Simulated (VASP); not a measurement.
# SnSe in VASP: single point with PBE

Aim: the single point of SnSe with PBE.

All numbers are computed with VASP 6.6.1; they aren't measurements. Logs are shortened: lines on timing, memory, paths and dates and some standing lists are left out, and cuts for length are marked.

**1. The cell of the first run**

The cell holds a slab with vacuum, 8 atoms: a = 4.257 Å, b = 4.257 Å, c = 27.165 Å, α = 90.00°, β = 90.00°, γ = 120.00°.

**2. Single point, PBE**

The input, INCAR:

```
SYSTEM = SnSe
ALGO = Normal
DIPOL = 0.5 0.5 0.500
EDIFF = 1E-6
ENCUT = 400
GGA = PE
GGA_COMPAT = .FALSE.
IDIPOL = 3
ISIF = 2
ISMEAR = -1
LASPH = .TRUE.
LCHARG = .FALSE.
LDIPOL = .TRUE.
LREAL = .FALSE.
LWAVE = .FALSE.
NBANDS = 50
NELM = 120
NELMDL = -8
PREC = Accurate
SIGMA = 0.05
```

The input, KPOINTS:

```
k-points
0
G
  7 7 1
  0 0 0
```

The input, POSCAR:

```
SnSe
1.0
    4.2567828227      0.0000000000      0.0000000000
   -2.1283914114      3.6864820629      0.0000000000
    0.0000000000      0.0000000000     27.1647701718
Se Sn
4 4
Direct
    0.3333333333      0.6666666667      0.2760928936
    0.0000000000      0.0000000000      0.4040398115
    0.6666666667      0.3333333333      0.5319867295
    0.3333333333      0.6666666667      0.6599336474
    0.6666666667      0.3333333333      0.3400663526
    0.3333333333      0.6666666667      0.4680132705
    0.0000000000      0.0000000000      0.5959601885
    0.6666666667      0.3333333333      0.7239071064
```

Potentials or basis: VASP PAW PBE potentials, release 64 (Se, Sn_d).

Run with:

```
> cat potpaw_PBE.64/Se/POTCAR potpaw_PBE.64/Sn_d/POTCAR > POTCAR
> mpirun -np 1 vasp_std > vasp.out
```

OUTCAR:

```text
SYSTEM = SnSe
   EDIFF = 1E-6
   ENCUT = 400
   GGA = PE
   ISIF = 2
   ISMEAR = -1
   LASPH = .TRUE.
   LREAL = .FALSE.
   NELM = 120
   NELMDL = -8
   PREC = Accurate

 ion  position               nearest neighbor table
   1  0.333  0.667  0.276-   5 3.01   5 3.01   5 3.01
   2  0.000  0.000  0.404-   5 3.01   5 3.01   5 3.01   6 3.01   6 3.01   6 3.01
   3  0.667  0.333  0.532-   6 3.01   7 3.01   6 3.01   7 3.01   7 3.01   6 3.01
   4  0.333  0.667  0.660-   7 3.01   7 3.01   7 3.01   8 3.01   8 3.01   8 3.01
   5  0.667  0.333  0.340-   2 3.01   2 3.01   2 3.01   1 3.01   1 3.01   1 3.01
   6  0.333  0.667  0.468-   3 3.01   2 3.01   3 3.01   2 3.01   2 3.01   3 3.01
   7  0.000  0.000  0.596-   4 3.01   4 3.01   4 3.01   3 3.01   3 3.01   3 3.01
   8  0.667  0.333  0.724-   4 3.01   4 3.01   4 3.01

  LATTYP: Found a hexagonal cell.
 ALAT       =     4.2567828227
 C/A-ratio  =     6.3815259794

  Lattice vectors:

 A1 = (   4.2567828227,   0.0000000000,   0.0000000000)
 A2 = (  -2.1283914114,   3.6864820629,   0.0000000000)
 A3 = (   0.0000000000,   0.0000000000,  27.1647701718)

Analysis of symmetry for initial positions (statically):
=====================================================================
 Subroutine PRICEL returns:
 Original cell was already a primitive cell.

 Routine SETGRP: Setting up the symmetry group for a
 hexagonal supercell.

 Subroutine GETGRP returns: Found  6 space group operations
 (whereof  6 operations were pure point group operations)
 out of a pool of 24 trial point group operations.

The static configuration has the point symmetry C_3v.

Analysis of symmetry for dynamics (positions and initial velocities):
=====================================================================
 Subroutine PRICEL returns:
 Original cell was already a primitive cell.

 Routine SETGRP: Setting up the symmetry group for a
 hexagonal supercell.

 Subroutine GETGRP returns: Found  6 space group operations
 (whereof  6 operations were pure point group operations)
 out of a pool of 24 trial point group operations.

The dynamic configuration has the point symmetry C_3v.

 Subroutine INISYM returns: Found  6 space group operations
 (whereof  6 operations are pure point group operations),
 and found     1 'primitive' translations

----------------------------------------------------------------------------------------

                                     Primitive cell

  volume of cell :     426.2846

  direct lattice vectors                    reciprocal lattice vectors
     4.256782823  0.000000000  0.000000000     0.234919196  0.135630661  0.000000000
    -2.128391411  3.686482063  0.000000000     0.000000000  0.271261323  0.000000000
     0.000000000  0.000000000 27.164770172     0.000000000  0.000000000  0.036812386

  length of vectors
     4.256782823  4.256782823 27.164770172     0.271261323  0.271261323  0.036812386

  position of ions in fractional coordinates (direct lattice)
     0.333333333  0.666666667  0.276092894
     0.000000000  0.000000000  0.404039811
     0.666666667  0.333333333  0.531986729
     0.333333333  0.666666667  0.659933647
     0.666666667  0.333333333  0.340066353
     0.333333333  0.666666667  0.468013271
     0.000000000  0.000000000  0.595960189
     0.666666667  0.333333333  0.723907106

  ion indices of the primitive-cell ions
   primitive index   ion index
                 1           1
                 2           2
                 3           3
                 4           4
                 5           5
                 6           6
                 7           7
                 8           8

----------------------------------------------------------------------------------------

 KPOINTS: k-points

Automatic generation of k-mesh.
 Grid dimensions read from file:
 generate k-points for:    7    7    1

 Generating k-lattice:

  Cartesian coordinates                     Fractional coordinates (reciprocal lattice)
     0.033559885  0.019375809  0.000000000     0.142857143  0.000000000  0.000000000
     0.000000000  0.038751618  0.000000000     0.000000000  0.142857143  0.000000000
     0.000000000  0.000000000  0.036812386     0.000000000  0.000000000  1.000000000

  Length of vectors
     0.038751618  0.038751618  0.036812386

  Shift w.r.t. Gamma in fractional coordinates (k-lattice)
     0.000000000  0.000000000  0.000000000

 Subroutine IBZKPT returns following result:
 ===========================================

 Found      8 irreducible k-points:

 Following reciprocal coordinates:
            Coordinates               Weight
  0.000000  0.000000  0.000000      1.000000
  0.142857  0.000000  0.000000      6.000000
  0.285714  0.000000  0.000000      6.000000
  0.428571 -0.000000  0.000000      6.000000
  0.142857  0.142857  0.000000      6.000000
  0.285714  0.142857  0.000000     12.000000
  0.428571  0.142857  0.000000      6.000000
  0.285714  0.285714  0.000000      6.000000
   k-points           NKPTS =      8   k-points in BZ     NKDIM =      8   number of bands    NBANDS=     50
   number of dos      NEDOS =    301   number of ions     NIONS =      8
   total plane-waves  NPLWV = 141120
   dimension x,y,z NGX =    28 NGY =   28 NGZ =  180
   dimension x,y,z NGXF=    56 NGYF=   56 NGZF=  360
   ions per type =               4   4
   NGX,Y,Z   is equivalent  to a cutoff of  10.94, 10.94, 11.02 a.u.
   NGXF,Y,Z  is equivalent  to a cutoff of  21.87, 21.87, 22.03 a.u.
 SYSTEM =  SnSe
   PREC   = accura    normal or accurate (medium, high low for compatibility)
   ISTART =      0    job   : 0-new  1-cont  2-samecut
   ICHARG =      2    charge: 1-file 2-atom 10-const
   ISPIN  =      1    spin polarized calculation?
   LNONCOLLINEAR =      F non collinear calculations
   LSORBIT =      F    spin-orbit coupling
   LASPH  =      T    aspherical Exc in radial PAW
   ENCUT  =  400.0 eV  29.40 Ry    5.42 a.u.   6.94  6.94 44.30*2*pi/ulx,y,z
   NELM   =    120;   NELMIN=  2; NELMDL= -8     # of ELM steps
   EDIFF  = 0.1E-05   stopping-criterion for ELM
   LREAL  =      F    real-space projection
   EDIFFG = 0.1E-04   stopping-criterion for IOM
   NSW    =      0    number of steps for IOM
   IBRION =     -1    ionic relax: 0-MD 1-quasi-New 2-CG
   NFREE  =      0    steps in history (QN), initial steepest desc. (CG)
   ISIF   =      2    stress and relaxation
   ISYM   =      2    0-nonsym 1-usesym 2-fastsym
   POTIM  = 0.5000    time-step for ionic-motion
   TEBEG  =    0.0;   TEEND  =   0.0 temperature during run
   PSTRESS=    0.0 pullay stress
   NELECT =      80.0000    total number of electrons
   NUPDOWN=      -1.0000    fix difference up-down
   EMIN   =  10.00;   EMAX   =-10.00  energy-range for DOS
   EFERMI =   0.00;   METHOD = LEGACY
   ISMEAR =    -1;   SIGMA  =   0.05  broadening in eV -4-tet -1-fermi 0-gaus
   EFERMI_NEDOS =   21; number of points for ismear=-14 and -15
   IALGO  =     38    algorithm
   IMIX   =      4    mixing-type and parameters
     AMIX     =   0.40;   BMIX     =  1.00
     AMIX_MAG =   1.60;   BMIX_MAG =  1.00
  volume/ion in A,a.u.               =      53.29       359.59
  Fermi-wavevector in a.u.,A,eV,Ry     =   0.937285  1.771212 11.952758  0.878503
  Thomas-Fermi vector in A             =   2.064380
   LORBIT       =      0    0 simple, 1 ext, 2 COOP (PROOUT), +10 PAW based schemes
   GGA     = PE    functional components
   LHFCALC =     F    Hartree Fock is set to
   AEXX    =    0.0000 exact exchange contribution
   IVDW    =     0    specifies the selected vdW correction
   LEPSILON=     F    determine dielectric tensor
   LRPA    =     F    only Hartree local field effects (RPA)
 non-spin polarized calculation
  energy-cutoff  :      400.00
  volume of cell :      426.28
 maximum number of plane-waves:      7779
 NGX is ok and might be reduce to    28
   NGX = 13   NGY = 13   NGZ = 89

 dipolmoment           0.000000      0.000000      0.000010 electrons x Angstroem

 number of electron      79.9999989 magnetization

 dipolmoment           0.000000      0.000000     -0.211669 electrons x Angstroem

 Free energy of the ion-electron system (eV)
  ---------------------------------------------------
  ext. energy  EPLUGINS =         0.00000000
  ---------------------------------------------------
  free energy    TOTEN  =       -31.20574408 eV

  energy without entropy =      -31.14977479  energy(sigma->0) =      -31.17775943

 E-fermi :   0.5618     XC(G=0):  -5.5331

 val. band max:        0.5592872437   @ k =   0.2857   0.1429   0.0000
 cond. band min:       0.5695136833   @ k =   0.4286  -0.0000   0.0000
 fundamental gap:      0.0102264395
 Fermi energy:         0.5618257617

 k-point     1 :       0.0000    0.0000    0.0000
  band No.  band energies     occupation
      1     -21.6364      2.00000
      2     -21.6298      2.00000
      3     -21.6298      2.00000
      4     -21.6247      2.00000
      5     -21.6247      2.00000
      6     -21.3823      2.00000
[... 42 lines left out ...]
     49       3.5665      0.00000
     50       3.7594      0.00000

 k-point     2 :       0.1429    0.0000    0.0000
  band No.  band energies     occupation
      1     -21.6353      2.00000
      2     -21.6315      2.00000
      3     -21.6299      2.00000
      4     -21.6248      2.00000
      5     -21.6225      2.00000
      6     -21.3850      2.00000
[... 42 lines left out ...]
     49       3.6205      0.00000
     50       3.9449      0.00000

 k-point     3 :       0.2857    0.0000    0.0000
  band No.  band energies     occupation
      1     -21.6362      2.00000
      2     -21.6328      2.00000
      3     -21.6303      2.00000
      4     -21.6241      2.00000
      5     -21.6171      2.00000
      6     -21.3912      2.00000
[... 254 lines left out ...]
     49       4.2181      0.00000
     50       4.6904      0.00000

 k-point     8 :       0.2857    0.2857    0.0000
  band No.  band energies     occupation
      1     -21.6382      2.00000
      2     -21.6329      2.00000
      3     -21.6292      2.00000
      4     -21.6209      2.00000
      5     -21.6158      2.00000
      6     -21.3915      2.00000
[... 42 lines left out ...]
     49       4.4606      0.00000
     50       4.8236      0.00000

------------------------ aborting loop because EDIFF is reached ----------------------------------------

 vacuum level on the upper side and lower side of the slab       (xc-potential included)        -1.209         1.103

  FORCE on cell =-STRESS in cart. coord.  units (eV):
  Direction    XX          YY          ZZ          XY          YZ          ZX
  --------------------------------------------------------------------------------------
  -------------------------------------------------------------------------------------
  Total       -3.8970055     -3.8970055     -2.1116357      0.0000000     -0.0000000     -0.0000000
  in kB      -14.6467730    -14.6467730     -7.9365164      0.0000000     -0.0000000     -0.0000000
  external PRESSURE =     -12.4100208 kB  Pullay stress =       0.0000000 kB

 VOLUME and BASIS-vectors are now :
 -----------------------------------------------------------------------------
  energy-cutoff  :      400.00
  volume of cell :      426.28
      direct lattice vectors                 reciprocal lattice vectors
     4.256782823  0.000000000  0.000000000     0.234919196  0.135630661  0.000000000
    -2.128391411  3.686482063  0.000000000     0.000000000  0.271261323  0.000000000
     0.000000000  0.000000000 27.164770172     0.000000000  0.000000000  0.036812386

 POSITION                                       TOTAL-FORCE (eV/Angst)
 -----------------------------------------------------------------------------------
     -0.00000      2.45765      7.50000        -0.000000      0.000000      1.577505
      0.00000      0.00000     10.97565        -0.000000      0.000000      0.725355
      2.12839      1.22883     14.45130         0.000000      0.000000      0.472325
     -0.00000      2.45765     17.92695        -0.000000      0.000000      0.669982
      2.12839      1.22883      9.23782         0.000000      0.000000     -2.044528
     -0.00000      2.45765     12.71347        -0.000000      0.000000     -0.559486
      0.00000      0.00000     16.18912        -0.000000      0.000000     -0.543690
      2.12839      1.22883     19.66477         0.000000     -0.000000     -0.297463
 -----------------------------------------------------------------------------------
    total drift:                               -0.000001      0.000001      0.000109

  FREE ENERGIE OF THE ION-ELECTRON SYSTEM (eV)
  ---------------------------------------------------
  free  energy   TOTEN  =       -31.2057440767 eV

  energy  without entropy=      -31.1497747895  energy(sigma->0) =      -31.17775943

 vacuum level on the upper side and lower side of the slab         4.055         6.493
```

It took 8.3 min on 1 thread of Intel Xeon 8259CL, shared host; peak memory 0.4 GiB.

Results:

```
Free energy            : -31.2057 eV
Largest force          : 2.045 eV/Å
Band gap on the k mesh : zero (band 40 reaches 0.61 eV, above the bottom of band 41 at 0.56 eV)
```

Forces on the atoms (eV/Å):
```
Se   0.000  0.000  1.578
Se   0.000  0.000  0.725
Se   0.000  0.000  0.472
Se   0.000  0.000  0.670
Sn   0.000  0.000 -2.045
Sn   0.000  0.000 -0.559
Sn   0.000  0.000 -0.544
Sn   0.000  0.000 -0.297
```

Caveat: spin-orbit coupling is left out, which moves the levels of the heavy elements.
